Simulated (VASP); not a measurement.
Input of a VASP 6.6.1 run:

INCAR

```
PREC = Accurate ; ENCUT = 520
EDIFF = 1E-6 ; ISMEAR = 0
SIGMA = 0.1 ; LREAL = False
LASPH = True ; NELM = 150
ALGO = Fast ; ISIF = 2
LWAVE = False ; LCHARG = False
LMAXMIX = 4 ; LDAU = True
LDAUTYPE = 2 ; LDAUL = 2 -1 -1
LDAUU = 3.32 0 0 ; LDAUJ = 0 0 0
LDAUPRINT = 1 ; GGA = PE
NBANDS = 24
```

KPOINTS

```
regular mesh
0
Gamma
  18 18 18
```

POSCAR

```
CoPdO2
1.0
    1.4330852831      0.8273921740      5.9444201547
   -1.4330852831      0.8273921740      5.9444201547
    0.0000000000     -1.6547843480      5.9444201547
Co Pd O
1 1 2
Direct
    0.5000000000      0.5000000000      0.5000000000
    0.0000000000      0.0000000000      0.0000000000
    0.1122911704      0.1122911704      0.1122911704
    0.8877088296      0.8877088296      0.8877088296
```

Potentials or basis: VASP PAW PBE potentials, release 64 (Co, Pd, O).

Run with:

```sh
$ cat potpaw_PBE.64/Co/POTCAR potpaw_PBE.64/Pd/POTCAR potpaw_PBE.64/O/POTCAR > POTCAR
$ mpirun -np 1 vasp_std > vasp.out
```

(1) What does it give for the largest force?

(2) What does it give for the pressure?

Answers

(1) 0.070 eV/Å.

(2) -1.2 GPa.

Caveat: an odd number of electrons without spin polarisation forces a metal; a magnetic or distorted state may lie lower; the run has no spin polarisation, though such a crystal can be magnetic; U without spin polarisation on a metal has little footing.
